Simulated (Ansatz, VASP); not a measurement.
Pd in VASP and in Ansatz

```
Pd
1.0
     0.00000    1.99352    1.84766
     1.99352    0.00000    1.84766
     1.99352    1.99352    0.00000
Pd
1
Direct
  0.00000 0.00000 0.00000
```

Change from the starting cell: strain +0.025 along x and y, -0.050 along z, atoms carried along.

Alike in both runs: task single point; functional PBE; k mesh 20 × 20 × 20; occupations gaussian, width 0.15 eV; no spin polarisation.

```csv
,VASP,Ansatz
version,VASP 6.6.1,Ansatz 0.2.0
potentials or method,"VASP PAW PBE potentials, release 64 (Pd), cutoff 520 eV","scalar-relativistic, plane waves, PAW"
valence electrons in the cell,10,18
```

|  | VASP | Ansatz | Ansatz less VASP |
| --- | --- | --- | --- |
| gap on the k mesh at the Fermi level (eV) | none | none | - |
| pressure (GPa) | 8.0 | 8.4 | +0.35 |
| traceless stress, the component that is largest in VASP (GPa) | 1.87 | 1.89 | +0.020 |

A gap of «none» marks a metal or a gap that the smearing closes. VASP's potentials hold 10 valence electrons a cell and Ansatz's 18, so a difference there can come from the potentials and not from the codes.
